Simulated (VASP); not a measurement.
Write the native input for VASP 6.6.1 that does the following.

| Quantity | Value |
| --- | --- |
| Task | single point |
| Functional | PBEsol |
| Potentials or basis | VASP PAW PBE potentials, release 64 (Cs_sv, Tl_d, F) |
| Cutoff | 520 eV |
| k mesh | 6 × 6 × 6 |
| Occupations | fermi-dirac, width 0.03 eV |
| Spin | no spin polarisation |
| Dipole correction | no |
| Further INCAR settings | ALGO = Normal; EDIFF = 1e-06; NBANDS = 35 |

The structure of Cs2TlF3 lies in POSCAR:

```
Cs2TlF3
1.0
   -2.9089302618      6.1859203584      2.0693487183
    2.9089302618     -6.1859203584      2.0693487183
    2.9089302618      6.1859203584     -2.0693487183
Cs Tl F
2 1 3
Direct
    0.5366628973      0.3712265319      0.1654363654
    0.2057901666      0.3712265319      0.8345636346
    0.8379467715      0.3379467715      0.5000000000
    0.2520996341     -0.0947175826      0.3468172167
    0.5584652007     -0.0947175826      0.6531827833
   -0.1319666802     -0.1319666802      0.0000000000
```

One way to write it, as run:

INCAR

```
SYSTEM = Cs2TlF3
ALGO = Normal ; EDIFF = 1E-6
ENCUT = 520 ; GGA = PS
ISIF = 2 ; ISMEAR = -1
LASPH = .True. ; LCHARG = .False.
LREAL = .False. ; LWAVE = .False.
NBANDS = 35 ; NELM = 100
PREC = Accurate ; SIGMA = 0.03
```

KPOINTS

```
k-points
0
Gamma
  6 6 6
  0 0 0
```

Potentials or basis: VASP PAW PBE potentials, release 64 (Cs_sv, Tl_d, F).

Command:

```bash
$ cat potpaw_PBE.64/Cs_sv/POTCAR potpaw_PBE.64/Tl_d/POTCAR potpaw_PBE.64/F/POTCAR > POTCAR
$ mpirun -np 1 vasp_std > vasp.out
```

It gave:

```yaml
Pressure: 0.0 GPa
Largest_force: 0.008 eV/Å
Band_gap_on_the_k_mesh: 4.00 eV (least direct gap 4.30 eV)
```

Caveat: the PAW data sets were made with another functional, which shifts forces and pressure a little; spin-orbit coupling is left out, which moves the levels of the heavy elements.

Wall time 4.8 min on 1 thread of Intel(R) Xeon(R) Platinum 8488C (Sapphire Rapids) (shared host), peak memory 0.53 GiB.
